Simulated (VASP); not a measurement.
PtS2: single point with PBE+D3(BJ)

The system is PtS2.

```
CELL_PARAMETERS angstrom
3.53481 0.00000 0.00000
-1.76740 3.06123 0.00000
0.00000 0.00000 4.21714
ATOMIC_POSITIONS crystal
Pt 0.00000 0.00000 0.00000
S 0.33333 0.66667 0.28229
S 0.66667 0.33333 0.71771
```

This cell differs from its parent crystal: volume scaled by 0.88, then relaxed in part.

```yaml
Program: VASP 6.6.1
Task: single point
Functional: PBE
Dispersion: D3(BJ)
Potentials_or_basis: VASP PAW PBE potentials, release 64 (Pt, S)
Cutoff: 520 eV
k_mesh: 12 × 12 × 8
Occupations: gaussian, width 0.01 eV
Spin: no spin polarisation
```

```yaml
Pressure: 10.1 GPa
Largest_force: 0.045 eV/Å
Band_gap_on_the_k_mesh: zero (band 11 reaches 10.33 eV, above the bottom of band 12 at 9.79 eV)
Dispersion_energy_per_atom: -0.516 eV
```

Forces on the atoms (eV/Å):
```
Pt   0.000  0.000  0.000
S    0.000  0.000 -0.045
S    0.000  0.000  0.045
```

Stress tensor (GPa, compression positive):
```
10.06  0.00  0.00
 0.00 10.06  0.00
 0.00  0.00 10.27
```

Levels at points of the mesh, in eV from the Fermi level:
```tsv
k point	band 8	band 9	band 10	band 11	band 12	band 13	band 14	band 15
(0.00, 0.00, 0.00)	-2.56	-1.65	-1.65	0.50	0.52	0.52	2.91	5.59
(0.50, 0.00, 0.00)	-3.77	-3.73	-3.64	-3.20	0.69	2.94	5.94	6.80
(0.00, 0.00, 0.50)	-3.47	-2.79	-2.79	-1.60	2.71	2.71	5.73	6.48
(0.50, 0.00, 0.50)	-3.76	-3.34	-3.06	-1.37	0.18	1.94	4.84	6.09
```

Wall time 110 s on 1 thread of Intel(R) Xeon(R) Platinum 8375C CPU @ 2.90GHz (Ice Lake), on a shared host, peak memory 0.25 GiB.

Caveat: spin-orbit coupling is left out, which moves the levels of the heavy elements; pairwise dispersion overbinds metals, which lowers pressure and volume.
